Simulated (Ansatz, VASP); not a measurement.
**One calculation of Ir, two programs**

```xyz
1
Lattice="0.0000 1.8717 1.8717 1.8717 0.0000 1.8717 1.8717 1.8717 0.0000" Properties=species:S:1:pos:R:3 pbc="T T T"
Ir    0.0000    0.0000    0.0000
```

Change from the starting cell: strain -0.025 along x and y, -0.025 along z, atoms carried along.

Alike in both runs: task single point; functional PBE; k mesh 22 × 22 × 22; occupations gaussian, width 0.15 eV; no spin polarisation.

|  | VASP | Ansatz |
| --- | --- | --- |
| version | VASP 6.6.1 | Ansatz 0.2.0 |
| potentials or method | VASP PAW PBE potentials, release 64 (Ir), cutoff 520 eV | scalar-relativistic, plane waves, PAW |
| valence electrons in the cell | 9 | 17 |

Ansatz gave:

| Property | Result |
| --- | --- |
| gap on the k mesh at the Fermi level (eV) | none |
| pressure (GPa) | 45.1 |

Question: Estimate VASP's values.

Answer: gap on the k mesh at the Fermi level (eV): none; pressure (GPa): 46.2.

A gap of «none» marks a metal or a gap that the smearing closes. Both programs put the cell under a high pressure, so it lies far from rest at this level. VASP's potentials hold 9 valence electrons a cell and Ansatz's 17, so a difference there can come from the potentials and not from the codes.

Neither program's run includes spin-orbit coupling.
